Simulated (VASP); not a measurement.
Set up this calculation in VASP 6.6.1, as the native input.

| Quantity | Value |
| --- | --- |
| Task | single point |
| Functional | BLYP |
| Dispersion | D3(BJ) |
| Potentials or basis | VASP PAW PBE potentials, release 64 (Pt, Se) |
| Cutoff | 520 eV |
| k mesh | 8 × 8 × 5 |
| Occupations | fermi-dirac, width 0.05 eV |
| Spin | no spin polarisation |
| Dipole correction | no |
| Further INCAR settings | ALGO = Normal; EDIFF = 1e-06; NBANDS = 18 |

The structure of PtSe2 lies in POSCAR:

```
PtSe2
1.0
    3.7730056198      0.0000000000      0.0000000000
   -1.8865028099      3.2675187154      0.0000000000
    0.0000000000      0.0000000000      5.1286129021
Pt Se
1 2
Direct
    0.0000000000      0.0000000000      0.0000000000
    0.6666666667      0.3333333333      0.7500000000
    0.3333333333      0.6666666667      0.2500000000
```

The input as run:

INCAR

```
SYSTEM = PtSe2
PREC     = Accurate       ! precision mode
ENCUT    = 520            ! plane-wave cutoff, eV
EDIFF    = 1E-6           ! SCF threshold, eV
ISMEAR   = -1             ! smearing method
SIGMA    = 0.05           ! smearing width, eV
LREAL    = .FALSE.        ! projectors in reciprocal space
LASPH    = .TRUE.         ! aspherical terms in the spheres
NELM     = 60             ! most SCF steps
ALGO     = Normal         ! electronic algorithm
ISIF     = 2              ! what is computed and relaxed
LWAVE    = .FALSE.        ! write WAVECAR
LCHARG   = .TRUE.         ! write CHGCAR
GGA      = B5             ! functional
ALDAX    = 1.0          
AGGAX    = 1.0          
AGGAC    = 1.0          
ALDAC    = 0.0          
IVDW     = 12             ! dispersion correction
VDW_S6   = 1.0          
VDW_S8   = 2.6996       
VDW_A1   = 0.4298       
VDW_A2   = 4.2359       
LELF     = .TRUE.         ! ELF
LVHAR    = .TRUE.       
NBANDS   = 18             ! bands
```

KPOINTS

```
regular mesh
0
G
  8 8 5
  0 0 0
```

Potentials or basis: VASP PAW PBE potentials, release 64 (Pt, Se).

Command:

```bash
$ cat potpaw_PBE.64/Pt/POTCAR potpaw_PBE.64/Se/POTCAR > POTCAR
$ mpirun -np 1 vasp_std > vasp.out
```

Results of the run:

```json
{
  "Pressure": "1.4 GPa",
  "Largest force": "0.691 eV/Å",
  "Band gap on the k mesh": "zero (bands 11 and 12 overlap by 0.23 eV)",
  "Dispersion energy per atom": "-1.040 eV"
}
```

Caveat: the PAW data sets were made with another functional, which shifts forces and pressure a little; spin-orbit coupling is left out, which moves the levels of the heavy elements.

Wall time 73 s on 1 thread of Intel(R) Xeon(R) Platinum 8259CL CPU @ 2.50GHz (Skylake/Cascade Lake), on a shared host, peak memory 0.21 GiB.
